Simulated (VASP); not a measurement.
# PtS2 (R3m) in VASP: notebook, part 2 of 2

VASP 6.6.1. The steps go on from the part before.

## 4. Single point, r2SCAN

Contents of POSCAR:

```
PtS2
1.0
    1.7391392326      1.0040925041      5.0958703778
   -1.7391392326      1.0040925041      5.0958703778
    0.0000000000     -2.0081850081      5.0958703778
Pt S
1 2
Direct
   -0.0026256460     -0.0026256460     -0.0026256460
    0.4255983386      0.4255983386      0.4255983386
    0.2436939740      0.2436939740      0.2436939740
```

Contents of INCAR.step1:

```
SYSTEM = PtS2
PREC = Accurate
ENCUT = 520
ISMEAR = 0
SIGMA = 0.001
LREAL = .FALSE.
LASPH = .TRUE.
NELM = 80
NBANDS = 18
GGA = PE
ALGO = Normal
EDIFF = 1E-4
LWAVE = .TRUE.
LCHARG = .FALSE.
```

Contents of INCAR.step2:

```
SYSTEM = PtS2
PREC = Accurate
ENCUT = 520
EDIFF = 1E-6
ISMEAR = 0
SIGMA = 0.001
LREAL = .FALSE.
LASPH = .TRUE.
NELM = 80
ALGO = Normal
ISIF = 2
LWAVE = .FALSE.
LCHARG = .FALSE.
METAGGA = R2SCAN
LMIXTAU = .TRUE.
NBANDS = 18
ISTART = 1
```

Contents of KPOINTS:

```
Automatic mesh
0
G
  6 6 6
  0 0 0
```

Potentials or basis: VASP PAW PBE potentials, release 64 (Pt, S).

Run with:

```sh
cat potpaw_PBE.64/Pt/POTCAR potpaw_PBE.64/S/POTCAR > POTCAR
cp INCAR.step1 INCAR
mpirun -np 1 vasp_std > vasp.out
cp INCAR.step2 INCAR
mpirun -np 1 vasp_std > vasp.out
```

OUTCAR:

```text
SYSTEM = PtS2
   PREC = Accurate
   ENCUT = 520
   EDIFF = 1E-6
   ISMEAR = 0
   LREAL = .FALSE.
   LASPH = .TRUE.
   NELM = 80
   ISIF = 2
   METAGGA = R2SCAN
   ISTART = 1

 ion  position               nearest neighbor table
   1  0.997  0.997  0.997-   3 2.41   3 2.41   3 2.41   2 2.48   2 2.48   2 2.48
   2  0.426  0.426  0.426-   1 2.48   1 2.48   1 2.48   3 2.78
   3  0.244  0.244  0.244-   1 2.41   1 2.41   1 2.41   2 2.78

  LATTYP: Found a trigonal (rhomboedric) cell.
 ALAT       =     5.4772896522
 COS(alpha) =     0.7983643665

  Lattice vectors:

 A1 = (   1.7391392326,   1.0040925041,   5.0958703778)
 A2 = (  -1.7391392326,   1.0040925041,   5.0958703778)
 A3 = (   0.0000000000,  -2.0081850081,   5.0958703778)

Analysis of symmetry for initial positions (statically):
=====================================================================
 Subroutine PRICEL returns:
 Original cell was already a primitive cell.

 Routine SETGRP: Setting up the symmetry group for a
 trigonal (rhombohedral) supercell.

 Subroutine GETGRP returns: Found  6 space group operations
 (whereof  6 operations were pure point group operations)
[... 162 lines left out ...]
  ---------------------------------------------------
  free energy    TOTEN  =       -67.01753164 eV

  energy without entropy =      -67.01751597  energy(sigma->0) =      -67.01752380

 E-fermi :   7.3486     XC(G=0): -11.6344

 val. band max:        7.3485875702   @ k =  -0.3333   0.5000   0.3333
 cond. band min:       7.4076145910   @ k =  -0.3333   0.5000   0.1667
 fundamental gap:      0.0590270208
 Fermi energy:         7.3485875702

 k-point     1 :       0.0000    0.0000    0.0000
  band No.  band energies     occupation
      1      -9.2024      2.00000
      2      -5.9836      2.00000
      3      -0.8899      2.00000
      4       1.4182      2.00000
      5       1.4182      2.00000
      6       2.3468      2.00000
[... 481 lines left out ...]
      5       1.6249      2.00000
      6       2.0673      2.00000
[... 10 lines left out ...]
     17      16.2727      0.00000
     18      17.4559      0.00000

 [... further k-points ...]
[... 5 lines left out ...]
  --------------------------------------------------------------------------------------
  -------------------------------------------------------------------------------------
  Total        0.4576367      0.4576367      0.2589841      0.0000000      0.0000000     -0.0000000
  in kB       13.7326299     13.7326299      7.7715200      0.0000000      0.0000000     -0.0000000
  external PRESSURE =      11.7455933 kB  Pullay stress =       0.0000000 kB

 VOLUME and BASIS-vectors are now :
 -----------------------------------------------------------------------------
  energy-cutoff  :      520.00
  volume of cell :       53.39
      direct lattice vectors                 reciprocal lattice vectors
     1.739139233  1.004092504  5.095870378     0.287498546  0.165987363  0.065412444
    -1.739139233  1.004092504  5.095870378    -0.287498546  0.165987363  0.065412444
     0.000000000 -2.008185008  5.095870378     0.000000000 -0.331974725  0.065412444

 POSITION                                       TOTAL-FORCE (eV/Angst)
 -----------------------------------------------------------------------------------
      0.00000      0.00000     15.24747         0.000000     -0.000000     -0.009188
      0.00000      0.00000      6.50638         0.000000     -0.000000     -0.033643
      0.00000      0.00000      3.72550         0.000000      0.000000      0.042831
 -----------------------------------------------------------------------------------
    total drift:                               -0.000000      0.000000      0.000052

  FREE ENERGIE OF THE ION-ELECTRON SYSTEM (eV)
  ---------------------------------------------------
  free  energy   TOTEN  =       -67.0175316381 eV

  energy  without entropy=      -67.0175159662  energy(sigma->0) =      -67.01752380
```

OSZICAR.step1:

```text
N       E                     dE             d eps       ncg     rms          rms(c)
DAV:   1     0.110390008631E+03    0.11039E+03   -0.10464E+04  1160   0.109E+03
DAV:   2    -0.947743094876E+01   -0.11987E+03   -0.11611E+03  1428   0.218E+02
DAV:   3    -0.146871382500E+02   -0.52097E+01   -0.51618E+01  1408   0.460E+01
DAV:   4    -0.147401463843E+02   -0.53008E-01   -0.52982E-01  1500   0.522E+00
DAV:   5    -0.147408846327E+02   -0.73825E-03   -0.73822E-03  1398   0.602E-01    0.190E+01
DAV:   6    -0.141931222477E+02    0.54776E+00   -0.77015E+00  1176   0.224E+01    0.146E+01
DAV:   7    -0.137779731098E+02    0.41515E+00   -0.19546E+00  1170   0.127E+01    0.702E+00
DAV:   8    -0.137634038599E+02    0.14569E-01   -0.26822E-01  1402   0.262E+00    0.163E+00
DAV:   9    -0.137492676440E+02    0.14136E-01   -0.76307E-02  1382   0.149E+00    0.513E-01
DAV:  10    -0.137489827078E+02    0.28494E-03   -0.84337E-03  1270   0.637E-01    0.240E-01
DAV:  11    -0.137489282943E+02    0.54413E-04   -0.63904E-04  1248   0.206E-01
   1 F= -.13748928E+02 E0= -.13748912E+02  d E =-.325136E-04
```

Wall time 1.9 min (1 thread of Intel Xeon 6975P-C (Granite Rapids), shared host); peak memory 0.29 GiB.

Results:

- Free energy: -67.0175 eV
- Pressure: 1.2 GPa
- Largest force: 0.043 eV/Å
- Band gap on the k mesh: zero (band 11 reaches 7.77 eV, above the bottom of band 12 at 7.35 eV)

Forces on the atoms (eV/Å):
```
Pt   0.000  0.000 -0.009
S    0.000  0.000 -0.034
S    0.000  0.000  0.043
```

Stress tensor (GPa, compression positive):
```
1.37 0.00 0.00
0.00 1.37 0.00
0.00 0.00 0.78
```

Caveat: the PAW data sets were made with another functional, which shifts forces and pressure a little; spin-orbit coupling is left out, which moves the levels of the heavy elements.

## 5. Single point, r2SCAN+rVV10

POSCAR is that of step 4.

Contents of INCAR.step1:

```
ALGO = Normal ; EDIFF = 1E-4
ENCUT = 520 ; GGA = PE
ISMEAR = -1 ; LASPH = True
LCHARG = False ; LREAL = False
LWAVE = True ; NBANDS = 18
NELM = 80 ; PREC = Accurate
SIGMA = 0.02
```

Contents of INCAR.step2:

```
ALGO = Normal ; BPARAM = 11.95
CPARAM = 0.0093 ; EDIFF = 1E-7
ENCUT = 520 ; ISIF = 2
ISMEAR = -1 ; ISTART = 1
IVDW_NL = 2 ; LASPH = True
LCHARG = False ; LMIXTAU = True
LREAL = False ; LUSE_VDW = True
LWAVE = False ; METAGGA = R2SCAN
NBANDS = 18 ; NELM = 80
PREC = Accurate ; SIGMA = 0.02
```

Contents of KPOINTS:

```
k-points
0
Gamma
  6 6 6
```

Run with:

```sh
cat potpaw_PBE.64/Pt/POTCAR potpaw_PBE.64/S/POTCAR > POTCAR
cp INCAR.step1 INCAR
mpirun -np 1 vasp_std > vasp.out
cp INCAR.step2 INCAR
mpirun -np 1 vasp_std > vasp.out
```

It took 3.5 min on 1 thread of Intel Xeon 6975P-C (Granite Rapids), shared host; peak memory 0.55 GiB.

The run converged. Its results:

```yaml
Free_energy: -66.6281 eV
Pressure: 0.1 GPa
Largest_force: 0.017 eV/Å
Band_gap_on_the_k_mesh: zero (band 11 reaches 7.77 eV, above the bottom of band 12 at 7.35 eV)
```

Forces in eV/Å, atoms in the order of the input:
```
Pt   0.000  0.000 -0.011
S    0.000  0.000  0.017
S    0.000  0.000 -0.006
```

Stress tensor (GPa, compression positive):
```
 0.25  0.00  0.00
 0.00  0.25  0.00
 0.00  0.00 -0.15
```

Levels at points of the mesh, in eV from the Fermi level:
```
           k point  band 8  band 9  band 10  band 11  band 12  band 13  band 14  band 15
(0.00, 0.00, 0.00)   -3.02   -0.29    -0.29     0.43     0.78     0.78     3.27     6.78
(0.50, 0.00, 0.00)   -3.39   -2.62    -2.29    -1.62     0.55     1.23     3.88     5.88
(0.50, 0.50, 0.00)   -3.66   -2.94    -2.28    -2.20     0.47     1.86     4.83     7.50
(0.50, 0.50, 0.50)   -3.17   -2.01     0.11     0.11     0.39     0.39     3.75     7.55
```

Caveat: the PAW data sets were made with another functional, which shifts forces and pressure a little; spin-orbit coupling is left out, which moves the levels of the heavy elements.

## 6. Summary

```tsv
level	k mesh	smearing	gap on the mesh (eV)	pressure (GPa)	largest force (eV/Å)
r2SCAN	4 × 4 × 4	fermi-dirac 0.02 eV	none	1.5	0.11
r2SCAN	6 × 6 × 6	fermi-dirac 0.02 eV	none	1.2	0.05
r2SCAN	6 × 6 × 6	gaussian 0.001 eV	none	1.2	0.04
r2SCAN+rVV10	6 × 6 × 6	fermi-dirac 0.02 eV	none	0.1	0.02
```

Alike in all rows: task single point; potentials or basis VASP PAW PBE potentials, release 64 (Pt, S); no spin polarisation; cell as given; cutoff (eV) 520.

Caveats: some runs use coarse meshes; the PAW data sets were made with another functional, which shifts forces and pressure a little; spin-orbit coupling is left out, which moves the levels of the heavy elements.

Total energies depend on the potentials used, so only differences within one code and one set of settings carry meaning.
